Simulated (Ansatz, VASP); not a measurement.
# Two plane-wave programs on C

File POSCAR:

```
C
1.0
    2.5094381924      0.0000000000      0.0000000000
   -1.2547190962      2.1732372239      0.0000000000
    0.0000000000      0.0000000000      4.1271665148
C
4
Direct
    0.3333333333      0.6666666667     -0.0002690400
    0.6666666667      0.3333333333      0.4997309600
    0.3333333333      0.6666666667      0.3742690400
    0.6666666667      0.3333333333      0.8742690400
```

The input INCAR.step1:

```
ALGO = Normal
EDIFF = 1E-4
ENCUT = 520
GGA = PE
ISMEAR = 0
LASPH = T
LCHARG = F
LREAL = F
LWAVE = T
NELM = 80
PREC = Accurate
SIGMA = 0.02
```

File INCAR.step2:

```
ALGO = Normal
EDIFF = 1E-6
EDIFFG = -0.002
ENCUT = 520
IBRION = 2
ISIF = 2
ISMEAR = 0
ISTART = 1
LASPH = T
LCHARG = F
LMIXTAU = T
LREAL = F
LWAVE = F
METAGGA = R2SCAN
NELM = 80
NSW = 60
PREC = Accurate
SIGMA = 0.02
```

KPOINTS

```
k-points
0
Gamma
  9 9 6
```

Input for Ansatz:

```yaml
crystal:
  lattice:
    - [2.5094381921, 0.0, 0.0]
    - [-1.2547190961, 2.1732372236, 0.0]
    - [0.0, 0.0, 4.1271665172]
  atoms:
    - { symbol: C, position: [0.3333333333, 0.6666666667, -0.00026904] }
    - { symbol: C, position: [0.6666666667, 0.3333333333, 0.49973096] }
    - { symbol: C, position: [0.3333333333, 0.6666666667, 0.37426904] }
    - { symbol: C, position: [0.6666666667, 0.3333333333, 0.87426904] }
basis:
  ecutwfc: 500
kpoints:
  mp_grid: { grid: [9, 9, 6] }
hamiltonian:
  xc: r2scan
  pseudopotentials: { kind: paw, azcp: { folder: soft_1 } }
scf:
  occupations: { method: gaussian, width: 0.02 }
output:
  forces: true
  stress: true
  eigenvalues: true
relax:
  adjacent_minimum: "off"
  f_tol: 0.002
  max_steps: 40
```

Change from the starting cell: strained cell.

Alike in both runs: task relaxation of the atoms; functional r2SCAN; k mesh 9 × 9 × 6; occupations gaussian, width 0.02 eV; no spin polarisation.

```csv
,VASP,Ansatz
version,VASP 6.6.1,Ansatz 0.2.0
potentials or method,"VASP PAW PBE potentials, release 64 (C), cutoff 520 eV","scalar-relativistic, plane waves, PAW"
valence electrons in the cell,16,16
```

Ansatz gave:

* gap on the k mesh at the Fermi level, each at its own relaxed structure (eV): 3.59

Problem. Which values does VASP return?

Solution. gap on the k mesh at the Fermi level, each at its own relaxed structure (eV): 3.55.

VASP's potentials were made for PBE, not for r2SCAN. Ansatz's warnings: stress scf threshold loose.
